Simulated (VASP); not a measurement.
Mg: single point with LDA

Crystal: Mg.

```
CELL_PARAMETERS angstrom
3.13266 0.00000 0.00000
-1.56633 2.71296 0.00000
0.00000 0.00000 20.27981
ATOMIC_POSITIONS crystal
Mg 0.00000 0.00000 0.00000
Mg 0.33333 0.66667 0.12500
Mg 0.00000 0.00000 0.25000
Mg 0.33333 0.66667 0.37500
Mg 0.00000 0.00000 0.50000
Mg 0.33333 0.66667 0.62500
Mg 0.00000 0.00000 0.75000
Mg 0.33333 0.66667 0.87500
```

| Quantity | Value |
| --- | --- |
| Program | VASP 6.6.1 |
| Task | single point |
| Functional | LDA |
| Potentials or basis | VASP PAW LDA potentials, release 64 (Mg) |
| Cutoff | 520 eV |
| k mesh | 18 × 18 × 4 |
| Occupations | methfessel-paxton, width 0.1 eV |
| Spin | no spin polarisation |
| Dipole correction | no |
| Further INCAR settings | ALGO = Normal; EDIFF = 1e-07; NBANDS = 18 |

```yaml
Pressure: -0.2 GPa
Band_gap_on_the_k_mesh: zero (band 8 reaches 3.82 eV, above the bottom of band 9 at 1.56 eV)
```

Stress tensor (GPa, compression positive):
```
-0.14  0.00  0.00
 0.00 -0.14  0.00
 0.00  0.00 -0.41
```

Levels at points of the mesh, in eV from the Fermi level:
```
           k point  band 4  band 5  band 6  band 7  band 8  band 9  band 10  band 11  band 12  band 13
(0.00, 0.00, 0.00)   -5.74   -5.74   -3.95   -3.95   -1.73   -1.24     1.61     1.61     5.26     5.26
(0.50, 0.00, 0.00)   -1.90   -1.87   -1.87   -1.14   -1.14   -0.45    -0.45     0.92     0.92     0.97
(0.00, 0.00, 0.50)   -6.37   -4.93   -4.93   -2.81   -2.81    0.00     0.00     3.36     3.36     7.28
(0.50, 0.00, 0.50)   -2.12   -1.51   -1.51   -1.46   -1.46    0.03     0.03     0.08     0.08     1.99
```

It took 100 s on 1 thread of Intel(R) Xeon(R) 6975P-C (Granite Rapids) (shared host), peak memory 0.4 GiB.
